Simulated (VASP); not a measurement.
The system is SiC (4H silicon carbide).

```xyz
8
Lattice="3.0790 0.0000 0.0000 -1.5395 2.6665 0.0000 0.0000 0.0000 10.0820" Properties=species:S:1:pos:R:3 pbc="T T T"
Si    0.0000    0.0000    0.0000
Si    0.0000    1.7777    2.5205
Si    1.5395    0.8888    5.0410
Si    0.0000    1.7777    7.5615
C     0.0000    0.0000    1.8904
C     0.0000    1.7777    4.4109
C     1.5395    0.8888    6.9314
C     0.0000    1.7777    9.4519
```

```yaml
Program: VASP 6.6.1
Task: relaxation of cell and atoms
Functional: LDA
Potentials_or_basis: VASP PAW LDA potentials, release 64 (Si, C)
Cutoff: 600 eV
k_mesh: 8 × 8 × 2
Occupations: gaussian, width 0.01 eV
Spin: no spin polarisation
```

At the start: pressure -4.3 GPa; volume 10.35 Å³/atom.

Problem. Where does the relaxation end?

Solution. Over 8 steps the energy falls by 2.8 meV/atom and the volume is 10.15 Å³/atom (-1.9 %); space group P6_3mc (No. 186, to 0.05 Å).

The path:
```tsv
step	energy change (eV)	largest force (eV/Å)	pressure (GPa)	volume (Å³)
1	0.0000	0.1437	-4.26	82.77
2	0.0037	0.0971	4.97	79.52
3	-0.0222	0.0329	0.02	81.19
4	-0.0222	0.0304	0.09	81.16
5	-0.0223	0.0180	0.07	81.17
6	-0.0223	0.0051	0.08	81.16
7	-0.0223	0.0034	-0.06	81.21
8	-0.0223	0.0011	0.00	81.19
```

Final structure:
```
Si C
1.0
     3.05944    0.00000    0.00000
    -1.52972    2.64955    0.00000
     0.00000    0.00000   10.01604
Si C
4 4
Direct
  0.00000 0.00000 0.99990
  0.33333 0.66667 0.24986
  0.66667 0.33333 0.49990
  0.33333 0.66667 0.74986
  0.00000 0.00000 0.18795
  0.33333 0.66667 0.43729
  0.66667 0.33333 0.68795
  0.33333 0.66667 0.93729
```
